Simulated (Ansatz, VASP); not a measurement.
**Two plane-wave programs on ZrS**

The input INCAR:

```
ALGO = Normal
EDIFF = 1E-6
ENCUT = 520
GGA = PS
ISIF = 2
ISMEAR = 0
LASPH = T
LCHARG = F
LREAL = F
LWAVE = F
NBANDS = 16
NELM = 80
PREC = Accurate
SIGMA = 0.1
```

KPOINTS

```
k-points
0
Gamma
  2 2 2
```

The input POSCAR:

```
ZrS
1.0
    0.0000000000      2.6250000000      2.6250000000
    2.6250000000      0.0000000000      2.6250000000
    2.6250000000      2.6250000000      0.0000000000
Zr S
1 1
Direct
    0.0000000000      0.0000000000      0.0000000000
    0.5000000000      0.5000000000      0.5000000000
```

Input for Ansatz:

```yaml
crystal:
  lattice:
    - [0.0, 2.625, 2.625]
    - [2.625, 0.0, 2.625]
    - [2.625, 2.625, 0.0]
  atoms:
    - { symbol: Zr, position: [0.0, 0.0, 0.0] }
    - { symbol: S, position: [0.5, 0.5, 0.5] }
basis:
  ecutwfc: 420
kpoints:
  mp_grid: { grid: [2, 2, 2] }
hamiltonian:
  xc: pbesol
scf:
  occupations: { method: gaussian, width: 0.1 }
output:
  forces: true
  stress: true
  eigenvalues: true
```

Alike in both runs: task single point; functional PBEsol; k mesh 2 × 2 × 2; occupations gaussian, width 0.1 eV; no spin polarisation.

```csv
,VASP,Ansatz
version,VASP 6.6.1,Ansatz 0.2.0
potentials or method,"VASP PAW PBE potentials, release 64 (Zr_sv, S), cutoff 520 eV","scalar-relativistic, plane waves, PAW"
valence electrons in the cell,18,18
```

Ansatz gave:

- gap on the k mesh at the Fermi level (eV): none
- pressure (GPa): -7.4

Q: What did VASP give for the same quantities?

A: gap on the k mesh at the Fermi level (eV): none; pressure (GPa): -7.2.

VASP's potentials were made for PBE, not for PBEsol. A gap of «none» marks a metal or a gap that the smearing closes. With one functional, cell and mesh, what is left measures potentials, basis and numerics.

The k mesh is coarse, so the values compare programs but aren't converged.
